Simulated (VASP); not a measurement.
Here is a VASP 6.6.1 calculation.

The input INCAR:

```
SYSTEM = CdTe
ALGO = Normal ; EDIFF = 1E-6
ENCUT = 520 ; GGA = RP
ISIF = 2 ; ISMEAR = 0
IVDW = 13 ; LASPH = .True.
LCHARG = .False. ; LREAL = .False.
LWAVE = .False. ; NBANDS = 16
NELM = 80 ; PREC = Accurate
SIGMA = 0.05
```

Contents of KPOINTS:

```
k-points
0
Gamma
  6 6 6
  0 0 0
```

Contents of POSCAR:

```
CdTe
1.0
    0.0000000000      3.0221994588      3.0221994588
    3.0221994588      0.0000000000      3.0221994588
    3.0221994588      3.0221994588      0.0000000000
Cd Te
1 1
Direct
    0.5000000000      0.5000000000      0.5000000000
    0.0000000000      0.0000000000      0.0000000000
```

Potentials or basis: VASP PAW PBE potentials, release 64 (Cd, Te).

Command:

```console
$ cat potpaw_PBE.64/Cd/POTCAR potpaw_PBE.64/Te/POTCAR > POTCAR
$ mpirun -np 1 vasp_std > vasp.out
```

Estimate the pressure.

-0.9 GPa.

What does it give for the band gap on the k mesh?

Zero (band 9 reaches 4.45 eV, above the bottom of band 10 at 3.13 eV).

Predict the dispersion energy per atom.

-0.845 eV.

Caveat: the PAW data sets were made with another functional, which shifts forces and pressure a little; spin-orbit coupling is left out, which moves the levels of the heavy elements; pairwise dispersion overbinds metals, which lowers pressure and volume.
